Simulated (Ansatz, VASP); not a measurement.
AlPt: VASP beside Ansatz

File INCAR:

```
SYSTEM = AlPt
ALGO = Normal
EDIFF = 1E-7
EDIFFG = -0.005
ENCUT = 600
GGA = PS
IBRION = 2
ISIF = 3
ISMEAR = 0
LASPH = .True.
LCHARG = .False.
LREAL = .False.
LWAVE = .False.
NELM = 100
NSW = 70
PREC = Accurate
SIGMA = 0.1
```

The input KPOINTS:

```
k-points
0
Gamma
  8 8 8
  0 0 0
```

Contents of POSCAR:

```
AlPt
1.0
    4.9162693464      0.0000000000      0.0000000000
    0.0000000000      4.9162693464      0.0000000000
    0.0000000000      0.0000000000      4.9162693464
Al Pt
4 4
Direct
    0.8440377096      0.8440377096      0.8440377096
    0.6559622904      0.1559622904      0.3440377096
    0.3440377096      0.6559622904      0.1559622904
    0.1559622904      0.3440377096      0.6559622904
    0.1548771007      0.1548771007      0.1548771007
    0.3451228993      0.8451228993      0.6548771007
    0.6548771007      0.3451228993      0.8451228993
    0.8451228993      0.6548771007      0.3451228993
```

Input for Ansatz:

```yaml
crystal:
  lattice:
    - [4.9162693464, 0.0, 0.0]
    - [0.0, 4.9162693464, 0.0]
    - [0.0, 0.0, 4.9162693464]
  atoms:
    - { symbol: Al, position: [0.8440377096, 0.8440377096, 0.8440377096] }
    - { symbol: Al, position: [0.6559622904, 0.1559622904, 0.3440377096] }
    - { symbol: Al, position: [0.3440377096, 0.6559622904, 0.1559622904] }
    - { symbol: Al, position: [0.1559622904, 0.3440377096, 0.6559622904] }
    - { symbol: Pt, position: [0.1548771007, 0.1548771007, 0.1548771007] }
    - { symbol: Pt, position: [0.3451228993, 0.8451228993, 0.6548771007] }
    - { symbol: Pt, position: [0.6548771007, 0.3451228993, 0.8451228993] }
    - { symbol: Pt, position: [0.8451228993, 0.6548771007, 0.3451228993] }
basis:
  ecutwfc: 420
kpoints:
  mp_grid: { grid: [8, 8, 8] }
hamiltonian:
  xc: pbesol
scf:
  occupations: { method: gaussian, width: 0.1 }
output:
  forces: true
  stress: true
  eigenvalues: true
relax:
  adjacent_minimum: "off"
  f_tol: 0.005
  max_steps: 50
  cell: { stress_tol: 0.05 }
```

Alike in both runs: task relaxation of cell and atoms; functional PBEsol; k mesh 8 × 8 × 8; occupations gaussian, width 0.1 eV; no spin polarisation.

```csv
,VASP,Ansatz
version,VASP 6.6.1,Ansatz 0.2.0
potentials or method,"VASP PAW PBE potentials, release 64 (Al, Pt), cutoff 600 eV","scalar-relativistic, plane waves, PAW"
valence electrons in the cell,52,84
```

|  | VASP | Ansatz | Ansatz less VASP |
| --- | --- | --- | --- |
| gap on the k mesh at the Fermi level, each at its own relaxed structure (eV) | none | none | - |
| relaxed volume (Å³/atom) | 14.42 | 14.43 | +0.005 |
| relaxed cell length with the largest relative difference (Å) | 4.868 | 4.869 | +0.0006 |

VASP's potentials were made for PBE, not for PBEsol. A gap of «none» marks a metal or a gap that the smearing closes. VASP's potentials hold 52 valence electrons a cell and Ansatz's 84, so a difference there can come from the potentials and not from the codes.

Neither program's run includes spin-orbit coupling.
